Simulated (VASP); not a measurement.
# TaN in VASP: further runs, part 2 of 2

VASP 6.6.1.

### Step 3. Single point, PBE

Input file INCAR:

```
PREC = Accurate
ENCUT = 520
EDIFF = 1E-6
ISMEAR = -1
SIGMA = 0.2482
LREAL = Auto
LASPH = T
NELM = 80
ALGO = Normal
ISIF = 2
LWAVE = F
LCHARG = F
GGA = PE
NBANDS = 78
ISYM = 0
```

Input file KPOINTS:

```
Automatic mesh
0
Gamma
  1 1 1
  0.25 0.25 0.25
```

Input file POSCAR:

```
TaN
1.0
    5.9152850000      0.1408810000      0.0440940000
    0.1408810000      5.6478040000     -0.2198280000
    0.0440940000     -0.2198280000      5.5198490000
Ta N
8 8
Direct
    0.4257885037      0.1970190803      0.2061823778
    0.2377629260      0.2015107616      0.7428333256
    0.5462281980      0.8350898487      0.7916551241
    0.5324204205      0.6899645455      0.3200112866
    0.9748321603      0.3561979449      0.1722779070
    1.0300826788      0.8267119724      0.1956359628
    0.1091263355      0.7569277257      0.6903181756
    0.7442911680      0.3649959475      0.6854588874
    1.0464308649      0.0696632031      0.5304571919
    0.8213227564      0.6165263313     -0.0401648044
    0.8899129142      0.5880559192      0.4696462415
    0.2558923138      0.9664174097     -0.0429268462
    0.2519835931      0.5375822302      0.0853202075
    0.7641251004      0.1458565827      0.0250336610
    0.5892106826      0.0707745391      0.5516872961
    0.3938105114      0.4957882805      0.6288937370
```

Potentials or basis: VASP PAW PBE potentials, release 64 (Ta_pv, N).

Run with:

```
$ cat potpaw_PBE.64/Ta_pv/POTCAR potpaw_PBE.64/N/POTCAR > POTCAR
$ mpirun -np 1 vasp_std > vasp.out
```

Wall time 27 s (1 thread of Intel Xeon 6975P-C (Granite Rapids), shared host); peak memory 0.28 GiB.

The run converged. Its results:

```
Free energy            : -166.8243 eV
Pressure               : 21.4 GPa
Largest force          : 11.093 eV/Å
Band gap on the k mesh : 0.20 eV
```

Forces on the atoms (eV/Å):
```
Ta   3.592  0.000  3.025
Ta   3.358 10.353 -2.139
Ta   3.216 -0.762  2.381
Ta   0.109 -0.631 -0.266
Ta  -2.185 -0.967  2.027
Ta  -1.055  1.678  1.719
Ta   0.394 -3.732  0.728
Ta  -0.691 -3.446  0.236
N   -4.542 -1.240 -5.335
N   -1.147  1.883  1.033
N   -0.535  1.703 -2.469
N    0.580 -2.730  3.279
N    2.255 -0.928  1.386
N   -2.571 -2.827 -2.004
N   -1.447 -0.960 -2.612
N    0.671  2.603 -0.989
```

Stress tensor (GPa, compression positive):
```
13.80  6.82  1.21
 6.82 27.82  3.21
 1.21  3.21 22.54
```

Levels at points of the mesh, in eV from the valence-band top:
```tsv
k point	band 62	band 63	band 64	band 65	band 66	band 67
(0.25, 0.25, 0.25)	-0.57	-0.32	0.00	0.20	0.53	0.95
```

Caveat: the k points lie up to 1.14 Å⁻¹ apart; spin-orbit coupling is left out, which moves the levels of the heavy elements.

### Step 4. Single point, PBE

Input file INCAR:

```
SYSTEM = TaN
ALGO     = Normal         ! electronic algorithm
EDIFF    = 1E-6           ! SCF threshold, eV
ENCUT    = 520            ! plane-wave cutoff, eV
GGA      = PE             ! functional
ISIF     = 2              ! what is computed and relaxed
ISMEAR   = -1             ! smearing method
ISYM     = 0            
LASPH    = .TRUE.         ! aspherical terms in the spheres
LCHARG   = .TRUE.         ! write CHGCAR
LELF     = .TRUE.         ! ELF
LREAL    = Auto         
LVHAR    = .TRUE.       
LWAVE    = .FALSE.        ! write WAVECAR
NBANDS   = 78             ! bands
NELM     = 100            ! most SCF steps
PREC     = Accurate       ! precision mode
SIGMA    = 0.2482         ! smearing width, eV
```

KPOINTS is that of step 3.

Input file POSCAR:

```
TaN
1.0
    5.9152850000      0.1408810000      0.0440940000
    0.1408810000      5.6478040000     -0.2198280000
    0.0440940000     -0.2198280000      5.5198490000
Ta N
8 8
Direct
    0.4879412756      0.1433193318      0.1564684685
    0.3307345040      0.2745212197      0.6703707010
    0.6602363758      0.8788243285      0.7239538132
    0.4900537862      0.6417599343      0.2530368804
    0.9691602265      0.3724687638      0.1659699228
    0.9737907800      0.8556718310      0.1574840719
    0.1240005249      0.7098378691      0.6868482380
    0.8063511911      0.3151987702      0.6097286839
    1.0380691884      0.0775475733      0.5107252943
    0.8025132475      0.6090053163     -0.0541990548
    0.9027934923      0.6631489426      0.4250036422
    0.2340534831      0.9880517871     -0.0785544869
    0.2291960352      0.6189836075      0.0343380333
    0.7969041192      0.1430830755     -0.0516548594
    0.5399884096     -0.0240455257      0.4476622225
    0.4799495560      0.5831736758      0.6029731986
```

Run with:

```
$ cat potpaw_PBE.64/Ta_pv/POTCAR potpaw_PBE.64/N/POTCAR > POTCAR
$ mpirun -np 1 vasp_std > vasp.out
```

Wall time 32 s (1 thread of Intel Xeon 6975P-C (Granite Rapids), shared host); peak memory 0.28 GiB.

It converged, with:

```
Free energy            : -167.7071 eV
Pressure               : 20.3 GPa
Largest force          : 6.340 eV/Å
Band gap on the k mesh : 0.14 eV
```

Forces on the atoms (eV/Å):
```
Ta   0.390  0.652 -1.736
Ta  -2.654 -1.879 -0.393
Ta   0.416 -3.375  5.351
Ta   0.999 -1.464 -1.488
Ta   1.753 -1.484 -1.972
Ta   1.659  3.538 -0.506
Ta   2.465  2.110 -0.323
Ta  -1.656  3.879  2.648
N    1.867 -0.984 -2.112
N   -0.879 -0.298 -0.659
N   -3.029 -2.483  1.316
N    2.554  3.421  0.141
N   -0.409 -3.170  0.951
N   -0.598 -1.008  1.520
N   -2.114  3.296 -4.144
N   -0.765 -0.750  1.406
```

Stress tensor (GPa, compression positive):
```
11.04 -3.18  2.70
-3.18 28.71 -4.14
 2.70 -4.14 21.22
```

Levels at points of the mesh, in eV from the valence-band top:
| k point | band 60 | band 61 | band 62 | band 63 | band 64 | band 65 | band 66 | band 67 | band 68 | band 69 |
| --- | --- | --- | --- | --- | --- | --- | --- | --- | --- | --- |
| (0.25, 0.25, 0.25) | -1.50 | -0.95 | -0.53 | -0.35 | 0.00 | 0.14 | 0.70 | 0.84 | 1.06 | 1.31 |

Caveat: the k points lie up to 1.14 Å⁻¹ apart; spin-orbit coupling is left out, which moves the levels of the heavy elements.

### Step 5. Single point, PBE

Input file INCAR:

```
ALGO = Normal ; EDIFF = 1E-6
ENCUT = 520 ; GGA = PE
ISIF = 2 ; ISMEAR = -1
ISYM = 0 ; LASPH = True
LCHARG = False ; LREAL = Auto
LWAVE = False ; NBANDS = 78
NELM = 60 ; PREC = Accurate
SIGMA = 0.1379
```

KPOINTS is that of step 4.

Input file POSCAR:

```
TaN
1.0
    5.9152850000      0.1408810000      0.0440940000
    0.1408810000      5.6478040000     -0.2198280000
    0.0440940000     -0.2198280000      5.5198490000
Ta N
8 8
Direct
    0.4663454065      0.1404993366      0.1381667603
    0.2929506780      0.2448200299      0.6543012192
    0.6418338132      0.8664636197      0.7635009480
    0.4698898582      0.6612131919      0.2724451068
    0.9769973338      0.3505227032      0.1320891177
    0.9834361213      0.8404546909      0.1370700252
    0.1276901989      0.6874761592      0.6620572660
    0.7837757913      0.3345898590      0.6156725319
    0.0599736669      0.1185383188      0.4065603176
    0.7814347254      0.6009166646      0.9702487742
    0.8959244646      0.6341994694      0.4220483038
    0.2604289721      0.9342760380      0.8705416901
    0.2449332375      0.5402365388     -0.0083677956
    0.8022479302      0.0758023515      0.9616669150
    0.5695333426      1.0506827692      0.4561328559
    0.4747069684      0.5412191795      0.5847619021
```

Run with:

```
$ cat potpaw_PBE.64/Ta_pv/POTCAR potpaw_PBE.64/N/POTCAR > POTCAR
$ mpirun -np 1 vasp_std > vasp.out
```

Run time: 31 s. Hardware: 1 thread of Intel Xeon 6975P-C (Granite Rapids), shared host; peak memory 0.28 GiB.

Results (log left out):

```yaml
Free_energy: -169.5559 eV
Pressure: 17.0 GPa
Largest_force: 5.283 eV/Å
Band_gap_on_the_k_mesh: 0.41 eV
```

Forces on the atoms (eV/Å):
```
Ta  -1.780  1.029 -0.533
Ta  -0.377 -0.425  0.810
Ta  -3.074 -2.476 -3.362
Ta   0.618 -0.207 -3.994
Ta   0.711 -0.006  0.543
Ta   4.826  0.045  2.147
Ta   1.922  0.617 -1.478
Ta  -0.894 -0.647  1.069
N   -0.870 -0.191 -0.216
N   -1.959 -1.184 -1.761
N   -2.285 -0.200 -0.968
N    1.804  3.591  1.009
N   -0.508 -1.471  2.190
N    0.809  4.310  1.317
N    0.705 -1.742  0.711
N    0.353 -1.042  2.517
```

Stress tensor (GPa, compression positive):
```
 9.49  1.18  3.35
 1.18 21.22 -0.05
 3.35 -0.05 20.26
```

Levels at points of the mesh, in eV from the valence-band top:
```
           k point  band 62  band 63  band 64  band 65  band 66  band 67
(0.25, 0.25, 0.25)    -0.57    -0.40     0.00     0.41     0.79     1.08
```

Caveat: the k points lie up to 1.14 Å⁻¹ apart; spin-orbit coupling is left out, which moves the levels of the heavy elements.

### Step 6. Single point, PBE

Input file INCAR:

```
SYSTEM = TaN
PREC     = Accurate       ! precision mode
ENCUT    = 520            ! plane-wave cutoff, eV
EDIFF    = 1E-7           ! SCF threshold, eV
ISMEAR   = -1             ! smearing method
SIGMA    = 0.1379         ! smearing width, eV
LREAL    = Auto         
LASPH    = .True.         ! aspherical terms in the spheres
NELM     = 60             ! most SCF steps
ALGO     = Normal         ! electronic algorithm
ISIF     = 2              ! what is computed and relaxed
LWAVE    = .False.        ! write WAVECAR
LCHARG   = .True.         ! write CHGCAR
GGA      = PE             ! functional
LELF     = .True.         ! ELF
LVHAR    = .True.       
NBANDS   = 78             ! bands
ISYM     = 0
```

KPOINTS is that of step 5.

Input file POSCAR:

```
TaN
1.0
    5.9152850000      0.1408810000      0.0440940000
    0.1408810000      5.6478040000     -0.2198280000
    0.0440940000     -0.2198280000      5.5198490000
Ta N
8 8
Direct
    0.4281632042      0.1654521497      0.1548409362
    0.2653334452      0.2329326367      0.6495729327
    0.6067238950      0.8298596550      0.7685124185
    0.4514637112      0.6697008609      0.2428528679
    0.9660115644      0.3436787643      0.1283502323
    1.0165046209      0.8375934818      0.1452908848
    0.1393035451      0.6872564617      0.6187565571
    0.7466226557      0.3177870827      0.6590475427
    0.0396066810      0.0563842449      0.4308913919
    0.7699946620      0.6111427017      0.9966374321
    0.8548063287      0.5841891132      0.4212092204
    0.1364804590      0.9965641210      0.8876318407
    0.2179036868      0.4976803249     -0.0264460449
    0.7210162378      0.1371791869      0.9656761147
    0.5408905168      1.0298045602      0.4442450963
    0.4633071830      0.5277162234      0.5746537152
```

Potentials or basis: VASP PAW PBE potentials, release 64 (Ta_pv, N).

Run with:

```
$ cat potpaw_PBE.64/Ta_pv/POTCAR potpaw_PBE.64/N/POTCAR > POTCAR
$ mpirun -np 1 vasp_std > vasp.out
```

It took 35 s on 1 thread of Intel Xeon 6975P-C (Granite Rapids), shared host; peak memory 0.28 GiB.

It converged, with:

* Free energy: -169.4206 eV
* Pressure: 14.0 GPa
* Largest force: 3.708 eV/Å
* Band gap on the k mesh: 0.31 eV

Forces on the atoms (eV/Å):
```
Ta   0.047  0.007 -2.815
Ta  -1.580 -1.024  1.830
Ta   1.272  1.289 -2.020
Ta   1.209 -0.553 -0.102
Ta  -2.043 -1.487  2.698
Ta  -1.413 -1.942  1.012
Ta  -2.610  0.747  1.035
Ta  -0.008 -0.845 -1.486
N   -0.587  2.077 -0.201
N   -1.894 -0.240 -2.997
N    1.198  1.435  0.174
N    2.837  2.093 -1.147
N    2.643 -0.100 -0.156
N    0.467 -0.131  0.938
N    0.801 -1.286  1.362
N   -0.341 -0.043  1.874
```

Stress tensor (GPa, compression positive):
```
17.65  2.65 -4.91
 2.65  6.53 -6.54
-4.91 -6.54 17.87
```

Levels at points of the mesh, in eV from the valence-band top:
| k point | band 61 | band 62 | band 63 | band 64 | band 65 | band 66 | band 67 | band 68 |
| --- | --- | --- | --- | --- | --- | --- | --- | --- |
| (0.25, 0.25, 0.25) | -0.94 | -0.79 | -0.25 | 0.00 | 0.31 | 0.67 | 1.08 | 1.28 |

Caveat: the k points lie up to 1.14 Å⁻¹ apart; spin-orbit coupling is left out, which moves the levels of the heavy elements.
